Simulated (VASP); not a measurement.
# KCl in VASP: notebook

The runs below take KCl through electric field gradients, density of states, with PBEsol.

All numbers are computed with VASP 6.6.1; they aren't measurements. Logs are shortened: lines on timing, memory, paths and dates and some standing lists are left out, and cuts for length are marked.

### Step 1. The cell of the first run

The structure is cubic, space group Pm-3m (No. 221). The conventional cell has a = 3.634 Å, b = 3.634 Å, c = 3.634 Å, α = 90.00°, β = 90.00°, γ = 90.00°. Within 4.1 Å of K (site symmetry m-3m) lie 8 Cl at 3.15 Å and 6 K at 3.63 Å. Within 4.1 Å of Cl (site symmetry m-3m) lie 8 K at 3.15 Å and 6 Cl at 3.63 Å.

### Step 2. Electric field gradients, PBEsol

Input file INCAR:

```
SYSTEM = KCl
  PREC = Accurate
  ENCUT = 520
  EDIFF = 1E-8
  ISMEAR = -1
  SIGMA = 0.01
  LREAL = .FALSE.
  LASPH = .TRUE.
  NELM = 80
  ALGO = Normal
  ISIF = 2
  LWAVE = .FALSE.
  LCHARG = .FALSE.
  GGA = PS
  LEFG = .TRUE.
  NBANDS = 15
```

Input file KPOINTS:

```
Automatic mesh
0
G
  7 7 7
  0 0 0
```

Input file POSCAR:

```
KCl
1.0
    3.6340000000      0.0000000000      0.0000000000
    0.0000000000      3.6340000000      0.0000000000
    0.0000000000      0.0000000000      3.6340000000
K Cl
1 1
Direct
    0.0000000000      0.0000000000      0.0000000000
    0.5000000000      0.5000000000      0.5000000000
```

Potentials or basis: VASP PAW PBE potentials, release 64 (K_sv, Cl).

Launch:

```
$ cat potpaw_PBE.64/K_sv/POTCAR potpaw_PBE.64/Cl/POTCAR > POTCAR
$ mpirun -np 1 vasp_std > vasp.out
```

OUTCAR:

```text
SYSTEM = KCl
   PREC = Accurate
   ENCUT = 520
   EDIFF = 1E-8
   ISMEAR = -1
   LREAL = .FALSE.
   LASPH = .TRUE.
   NELM = 80
   ISIF = 2
   GGA = PS

 ion  position               nearest neighbor table
   1  0.000  0.000  0.000-   2 3.15   2 3.15   2 3.15   2 3.15   2 3.15   2 3.15   2 3.15   2 3.15

   2  0.500  0.500  0.500-   1 3.15   1 3.15   1 3.15   1 3.15   1 3.15   1 3.15   1 3.15   1 3.15

  LATTYP: Found a simple cubic cell.
 ALAT       =     3.6340000000

  Lattice vectors:

 A1 = (   3.6340000000,   0.0000000000,   0.0000000000)
 A2 = (   0.0000000000,   3.6340000000,   0.0000000000)
 A3 = (   0.0000000000,   0.0000000000,   3.6340000000)

Analysis of symmetry for initial positions (statically):
=====================================================================
 Subroutine PRICEL returns:
 Original cell was already a primitive cell.

 Routine SETGRP: Setting up the symmetry group for a
 simple cubic supercell.

 Subroutine GETGRP returns: Found 48 space group operations
 (whereof 48 operations were pure point group operations)
 out of a pool of 48 trial point group operations.

The static configuration has the point symmetry O_h .

Analysis of symmetry for dynamics (positions and initial velocities):
=====================================================================
 Subroutine PRICEL returns:
 Original cell was already a primitive cell.

 Routine SETGRP: Setting up the symmetry group for a
 simple cubic supercell.

 Subroutine GETGRP returns: Found 48 space group operations
 (whereof 48 operations were pure point group operations)
 out of a pool of 48 trial point group operations.

The dynamic configuration has the point symmetry O_h .

 Subroutine INISYM returns: Found 48 space group operations
 (whereof 48 operations are pure point group operations),
 and found     1 'primitive' translations

----------------------------------------------------------------------------------------

                                     Primitive cell

  volume of cell :      47.9904

  direct lattice vectors                    reciprocal lattice vectors
     3.634000000  0.000000000  0.000000000     0.275178866  0.000000000  0.000000000
     0.000000000  3.634000000  0.000000000     0.000000000  0.275178866  0.000000000
     0.000000000  0.000000000  3.634000000     0.000000000  0.000000000  0.275178866

  length of vectors
     3.634000000  3.634000000  3.634000000     0.275178866  0.275178866  0.275178866

  position of ions in fractional coordinates (direct lattice)
     0.000000000  0.000000000  0.000000000
     0.500000000  0.500000000  0.500000000

  ion indices of the primitive-cell ions
   primitive index   ion index
                 1           1
                 2           2

----------------------------------------------------------------------------------------

 KPOINTS: Automatic mesh

Automatic generation of k-mesh.
 Grid dimensions read from file:
 generate k-points for:    7    7    7

 Generating k-lattice:

  Cartesian coordinates                     Fractional coordinates (reciprocal lattice)
     0.039311267  0.000000000  0.000000000     0.142857143  0.000000000  0.000000000
     0.000000000  0.039311267  0.000000000     0.000000000  0.142857143  0.000000000
     0.000000000  0.000000000  0.039311267     0.000000000  0.000000000  0.142857143

  Length of vectors
     0.039311267  0.039311267  0.039311267

  Shift w.r.t. Gamma in fractional coordinates (k-lattice)
     0.000000000  0.000000000  0.000000000

 Subroutine IBZKPT returns following result:
 ===========================================

 Found     20 irreducible k-points:

 Following reciprocal coordinates:
            Coordinates               Weight
  0.000000  0.000000  0.000000      1.000000
  0.142857  0.000000  0.000000      6.000000
  0.285714  0.000000  0.000000      6.000000
  0.428571  0.000000  0.000000      6.000000
  0.142857  0.142857  0.000000     12.000000
  0.285714  0.142857  0.000000     24.000000
[... 12 lines left out ...]
  0.428571  0.428571  0.285714     24.000000
  0.428571  0.428571  0.428571      8.000000
   k-points           NKPTS =     20   k-points in BZ     NKDIM =     20   number of bands    NBANDS=     15
   number of dos      NEDOS =    301   number of ions     NIONS =      2
   total plane-waves  NPLWV =  21952
   dimension x,y,z NGX =    28 NGY =   28 NGZ =   28
   dimension x,y,z NGXF=    56 NGYF=   56 NGZF=   56
   ions per type =               1   1
   NGX,Y,Z   is equivalent  to a cutoff of  12.81, 12.81, 12.81 a.u.
   NGXF,Y,Z  is equivalent  to a cutoff of  25.62, 25.62, 25.62 a.u.
 SYSTEM =  KCl
   PREC   = accura    normal or accurate (medium, high low for compatibility)
   ISTART =      0    job   : 0-new  1-cont  2-samecut
   ICHARG =      2    charge: 1-file 2-atom 10-const
   ISPIN  =      1    spin polarized calculation?
   LNONCOLLINEAR =      F non collinear calculations
   LSORBIT =      F    spin-orbit coupling
   LASPH  =      T    aspherical Exc in radial PAW
   ENCUT  =  520.0 eV  38.22 Ry    6.18 a.u.   6.76  6.76  6.76*2*pi/ulx,y,z
   NELM   =     80;   NELMIN=  2; NELMDL= -5     # of ELM steps
   EDIFF  = 0.1E-07   stopping-criterion for ELM
   LREAL  =      F    real-space projection
   EDIFFG = 0.1E-06   stopping-criterion for IOM
   NSW    =      0    number of steps for IOM
   IBRION =     -1    ionic relax: 0-MD 1-quasi-New 2-CG
   NFREE  =      0    steps in history (QN), initial steepest desc. (CG)
   ISIF   =      2    stress and relaxation
   ISYM   =      2    0-nonsym 1-usesym 2-fastsym
   POTIM  = 0.5000    time-step for ionic-motion
   TEBEG  =    0.0;   TEEND  =   0.0 temperature during run
   PSTRESS=    0.0 pullay stress
   NELECT =      16.0000    total number of electrons
   NUPDOWN=      -1.0000    fix difference up-down
   EMIN   =  10.00;   EMAX   =-10.00  energy-range for DOS
   EFERMI =   0.00;   METHOD = LEGACY
   ISMEAR =    -1;   SIGMA  =   0.01  broadening in eV -4-tet -1-fermi 0-gaus
   EFERMI_NEDOS =   21; number of points for ismear=-14 and -15
   IALGO  =     38    algorithm
   IMIX   =      4    mixing-type and parameters
     AMIX     =   0.40;   BMIX     =  1.00
     AMIX_MAG =   1.60;   BMIX_MAG =  1.00
  volume/ion in A,a.u.               =      24.00       161.93
  Fermi-wavevector in a.u.,A,eV,Ry     =   1.135176  2.145172 17.532804  1.288625
  Thomas-Fermi vector in A             =   2.271881
   LORBIT       =      0    0 simple, 1 ext, 2 COOP (PROOUT), +10 PAW based schemes
   GGA     = PS    functional components
   LHFCALC =     F    Hartree Fock is set to
   AEXX    =    0.0000 exact exchange contribution
   IVDW    =     0    specifies the selected vdW correction
   LEPSILON=     F    determine dielectric tensor
   LRPA    =     F    only Hartree local field effects (RPA)
 non-spin polarized calculation
  energy-cutoff  :      520.00
  volume of cell :       47.99
 maximum number of plane-waves:      1309
 NGX is ok and might be reduce to    28
   NGX = 13   NGY = 13   NGZ = 13

 number of electron      16.0000000 magnetization

 Free energy of the ion-electron system (eV)
  ---------------------------------------------------
  ext. energy  EPLUGINS =         0.00000000
  ---------------------------------------------------
  free energy    TOTEN  =        -6.88443624 eV

  energy without entropy =       -6.88443624  energy(sigma->0) =       -6.88443624

 E-fermi :   0.2053     XC(G=0):  -9.0300

 val. band max:       -0.0388349290   @ k =   0.4286   0.4286   0.0000
 cond. band min:       5.3574010465   @ k =   0.0000   0.0000   0.0000
 fundamental gap:      5.3962359755
 Fermi energy:         0.2052693914

 k-point     1 :       0.0000    0.0000    0.0000
  band No.  band energies     occupation
      1     -27.6586      2.00000
      2     -12.9105      2.00000
      3     -11.0694      2.00000
      4     -11.0694      2.00000
      5     -11.0694      2.00000
      6      -0.2441      2.00000
      7      -0.2441      2.00000
      8      -0.2441      2.00000
      9       5.3574      0.00000
     10       6.2102      0.00000
     11       6.2102      0.00000
     12      11.0270      0.00000
     13      11.0270      0.00000
     14      11.0270      0.00000
[... 329 lines left out ...]
      2     -12.3303      2.00000
      3     -11.3369      2.00000
      4     -11.3352      2.00000
      5     -11.3352      2.00000
      6      -1.7207      2.00000
      7      -1.7207      2.00000
      8      -1.6514      2.00000
      9       8.6666      0.00000
     10       9.0228      0.00000
     11       9.0228      0.00000
     12      10.5441      0.00000
     13      10.5992      0.00000
     14      10.5992      0.00000
     15      13.2099      0.00000

------------------------ aborting loop because EDIFF is reached ----------------------------------------

  FORCE on cell =-STRESS in cart. coord.  units (eV):
  Direction    XX          YY          ZZ          XY          YZ          ZX
  --------------------------------------------------------------------------------------
  -------------------------------------------------------------------------------------
  Total        0.7114490      0.7114490      0.7114490      0.0000000     -0.0000000      0.0000000
  in kB       23.7519660     23.7519660     23.7519660      0.0000000     -0.0000000      0.0000000
  external PRESSURE =      23.7519660 kB  Pullay stress =       0.0000000 kB

 VOLUME and BASIS-vectors are now :
 -----------------------------------------------------------------------------
  energy-cutoff  :      520.00
  volume of cell :       47.99
      direct lattice vectors                 reciprocal lattice vectors
     3.634000000  0.000000000  0.000000000     0.275178866  0.000000000  0.000000000
     0.000000000  3.634000000  0.000000000     0.000000000  0.275178866  0.000000000
     0.000000000  0.000000000  3.634000000     0.000000000  0.000000000  0.275178866

 POSITION                                       TOTAL-FORCE (eV/Angst)
 -----------------------------------------------------------------------------------
      0.00000      0.00000      0.00000         0.000000      0.000000      0.000000
      1.81700      1.81700      1.81700         0.000000      0.000000      0.000000
 -----------------------------------------------------------------------------------
    total drift:                               -0.000000      0.000000      0.000000

  FREE ENERGIE OF THE ION-ELECTRON SYSTEM (eV)
  ---------------------------------------------------
  free  energy   TOTEN  =        -6.8844362381 eV

  energy  without entropy=       -6.8844362381  energy(sigma->0) =       -6.88443624

 Electric field gradients (V/A^2)
---------------------------------------------------------------------
 ion       V_xx      V_yy      V_zz      V_xy      V_xz      V_yz
---------------------------------------------------------------------
   1      -0.000    -0.000    -0.000     0.000    -0.000     0.000
   2       0.000     0.000     0.000    -0.000     0.000    -0.000
---------------------------------------------------------------------

 Electric field gradients after diagonalization (V/A^2)
 (convention: |V_zz| > |V_xx| > |V_yy|)
----------------------------------------------------------------------
 ion       V_xx      V_yy      V_zz     asymmetry (V_yy - V_xx)/ V_zz
----------------------------------------------------------------------
   1      -0.000    -0.000    -0.000      -0.096
   2       0.000     0.000     0.000      -0.599
----------------------------------------------------------------------

           NMR quadrupolar parameters

 Cq : quadrupolar parameter    Cq=e*Q*V_zz/h
 eta: asymmetry parameters     (V_yy - V_xx)/ V_zz
 Q  : nuclear electric quadrupole moment in mb (millibarn)
----------------------------------------------------------------------
 ion       Cq(MHz)       eta       Q (mb)
----------------------------------------------------------------------
   1      -0.000      -0.096       1.000
   2       0.000      -0.599       1.000
----------------------------------------------------------------------
```

It took 6.7 s on 1 thread of Intel Xeon 6975P-C (Granite Rapids), shared host; peak memory 0.15 GiB.

Results:

| Item | Value |
| --- | --- |
| Free energy | -6.8844 eV |
| Pressure | 2.4 GPa |
| Band gap on the k mesh | 5.40 eV, indirect (least direct gap 5.60 eV) |

Caveat: without QUAD_EFG the Cq values of the log hold for a quadrupole moment of 1 mb, not for the nuclei; the PAW data sets were made with another functional, which shifts forces and pressure a little. A hybrid or GW would open this gap; PBEsol tends to underestimate it.

[end of part 1 of 2]
